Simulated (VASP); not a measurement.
# ZnS (I-4m2) in VASP: a series of runs, part 2 of 2

VASP 6.6.1. Earlier steps stand in the parts before.

### Step 3. Single point, PBE (uniaxial strain along c: +3.0 %)

Contents of INCAR:

```
SYSTEM = ZnS
PREC = Accurate
ENCUT = 520
EDIFF = 1E-6
ISMEAR = 0
SIGMA = 0.02
LREAL = .False.
LASPH = .True.
NELM = 100
ALGO = Normal
ISIF = 2
LWAVE = .False.
LCHARG = .True.
GGA = PE
LELF = .True.
LVHAR = .True.
NBANDS = 26
```

Contents of KPOINTS:

```
regular mesh
0
Gamma
  8 8 6
  0 0 0
```

Contents of POSCAR:

```
ZnS
1.0
    2.7007457144      2.7007457144      0.0000000000
   -2.7007457144      2.7007457144      0.0000000000
    0.0000000000      0.0000000000      5.6055780066
Zn S
2 2
Direct
    0.0000000000      0.0000000000      0.0000000000
    0.5000000000      0.5000000000      0.5000000000
    0.5000000000      0.0000000000      0.7500000000
    0.0000000000      0.5000000000      0.2500000000
```

Potentials or basis: VASP PAW PBE potentials, release 64 (Zn, S).

The run is started by

```
$ cat potpaw_PBE.64/Zn/POTCAR potpaw_PBE.64/S/POTCAR > POTCAR
$ mpirun -np 1 vasp_std > vasp.out
```

OUTCAR:

```text
SYSTEM = ZnS
   PREC = Accurate
   ENCUT = 520
   EDIFF = 1E-6
   ISMEAR = 0
   LREAL = .False.
   LASPH = .True.
   NELM = 100
   ISIF = 2
   GGA = PE

 ion  position               nearest neighbor table
   1  0.000  0.000  0.000-   3 2.37   4 2.37   4 2.37   3 2.37
   2  0.500  0.500  0.500-   3 2.37   4 2.37   3 2.37   4 2.37
   3  0.500  0.000  0.750-   1 2.37   2 2.37   2 2.37   1 2.37
   4  0.000  0.500  0.250-   1 2.37   2 2.37   1 2.37   2 2.37

  LATTYP: Found a simple tetragonal cell.
 ALAT       =     3.8194312178
 C/A-ratio  =     1.4676473241

  Lattice vectors:

 A1 = (   2.7007457144,   2.7007457144,   0.0000000000)
 A2 = (  -2.7007457144,   2.7007457144,   0.0000000000)
 A3 = (   0.0000000000,   0.0000000000,   5.6055780066)

Analysis of symmetry for initial positions (statically):
=====================================================================
 Subroutine PRICEL returns following result:

  LATTYP: Found a body centered tetragonal cell.
 ALAT       =     3.8194312178
 C/A-ratio  =     1.4676473241

  Lattice vectors:
[... 180 lines left out ...]
  ---------------------------------------------------
  ext. energy  EPLUGINS =         0.00000000
  ---------------------------------------------------
  free energy    TOTEN  =       -13.69295658 eV

  energy without entropy =      -13.69295658  energy(sigma->0) =      -13.69295658

 E-fermi :   1.9134     XC(G=0):  -9.4644

 val. band max:        1.8241970736   @ k =   0.0000   0.0000   0.0000
 cond. band min:       3.7336213351   @ k =   0.0000   0.0000   0.0000
 fundamental gap:      1.9094242615
 Fermi energy:         1.9133621024

 k-point     1 :       0.0000    0.0000    0.0000
  band No.  band energies     occupation
      1     -11.1148      2.00000
      2     -10.0030      2.00000
      3      -4.4363      2.00000
      4      -4.4202      2.00000
      5      -4.4142      2.00000
      6      -4.4142      2.00000
[... 685 lines left out ...]
     25      10.2287      0.00000
     26      10.2287      0.00000

 [... further k-points ...]
[... 5 lines left out ...]
  --------------------------------------------------------------------------------------
  -------------------------------------------------------------------------------------
  Total       -0.1443958     -0.1443958     -0.9775947      0.0000000      0.0000000      0.0000000
  in kB       -2.8290936     -2.8290936    -19.1536539      0.0000000      0.0000000      0.0000000
  external PRESSURE =      -8.2706137 kB  Pullay stress =       0.0000000 kB

 VOLUME and BASIS-vectors are now :
 -----------------------------------------------------------------------------
  energy-cutoff  :      520.00
  volume of cell :       81.77
      direct lattice vectors                 reciprocal lattice vectors
     2.700745714  2.700745714  0.000000000     0.185134053  0.185134053  0.000000000
    -2.700745714  2.700745714  0.000000000    -0.185134053  0.185134053  0.000000000
     0.000000000  0.000000000  5.605578007     0.000000000  0.000000000  0.178393735

 POSITION                                       TOTAL-FORCE (eV/Angst)
 -----------------------------------------------------------------------------------
      0.00000      0.00000      0.00000        -0.000000     -0.000000      0.000000
      0.00000      2.70075      2.80279         0.000000      0.000000     -0.000000
      1.35037      1.35037      4.20418        -0.000000      0.000000      0.000000
     -1.35037      1.35037      1.40139        -0.000000      0.000000      0.000000
 -----------------------------------------------------------------------------------
    total drift:                               -0.000000      0.000000      0.000000

  FREE ENERGIE OF THE ION-ELECTRON SYSTEM (eV)
  ---------------------------------------------------
  free  energy   TOTEN  =       -13.6929565799 eV

  energy  without entropy=      -13.6929565799  energy(sigma->0) =      -13.69295658
```

OSZICAR:

```text
N       E                     dE             d eps       ncg     rms          rms(c)
DAV:   1     0.240362961631E+03    0.24036E+03   -0.17242E+04  3128   0.166E+03
DAV:   2     0.966755353328E+01   -0.23070E+03   -0.22024E+03  3208   0.343E+02
DAV:   3    -0.139654970911E+02   -0.23633E+02   -0.23402E+02  3726   0.109E+02
DAV:   4    -0.145408261394E+02   -0.57533E+00   -0.57404E+00  3594   0.171E+01
DAV:   5    -0.145497258247E+02   -0.88997E-02   -0.88975E-02  3758   0.211E+00    0.914E+00
DAV:   6    -0.137009123061E+02    0.84881E+00   -0.16300E+00  4794   0.360E+01    0.707E+00
DAV:   7    -0.136966730320E+02    0.42393E-02   -0.11183E+00  3362   0.616E+00    0.342E+00
DAV:   8    -0.136919549737E+02    0.47181E-02   -0.34252E-02  3960   0.194E+00    0.955E-01
DAV:   9    -0.136925713035E+02   -0.61633E-03   -0.73366E-03  4220   0.135E+00    0.215E-01
DAV:  10    -0.136927506108E+02   -0.17931E-03   -0.69707E-04  3568   0.308E-01    0.846E-02
DAV:  11    -0.136929552059E+02   -0.20460E-03   -0.34296E-04  3218   0.123E-01    0.547E-02
DAV:  12    -0.136929541827E+02    0.10232E-05   -0.12906E-05  3726   0.305E-02    0.982E-03
DAV:  13    -0.136929565501E+02   -0.23674E-05   -0.43406E-06  3088   0.128E-02    0.293E-03
DAV:  14    -0.136929565799E+02   -0.29831E-07   -0.21245E-07  1938   0.884E-03
   1 F= -.13692957E+02 E0= -.13692957E+02  d E =-.137124E-12
```

It took 39 s on 1 thread of Intel Xeon 6975P-C (Granite Rapids), shared host; peak memory 0.24 GiB.

Results:

| Property | Result |
| --- | --- |
| Free energy | -13.6930 eV |
| Pressure | -0.8 GPa |
| Band gap on the k mesh | 1.91 eV |

Levels at points of the mesh, in eV from the valence-band top:
```tsv
k point	band 16	band 17	band 18	band 19	band 20	band 21
(0.00, 0.00, 0.00)	-0.14	0.00	0.00	1.91	3.57	4.26
(0.50, 0.00, 0.00)	-2.51	-0.79	-0.79	4.79	4.79	6.64
(0.50, 0.50, 0.00)	-2.23	-2.16	-2.16	3.39	3.39	3.91
(0.00, 0.00, 0.50)	-1.12	-1.12	-1.12	4.33	4.33	4.70
(0.50, 0.00, 0.50)	-0.96	-0.76	-0.76	3.18	3.18	6.77
(0.50, 0.50, 0.50)	-2.65	-2.60	-2.60	5.53	5.53	5.67
```

Caveat: the cell differs from its parent crystal (uniaxial strain along c: +3.0 %).
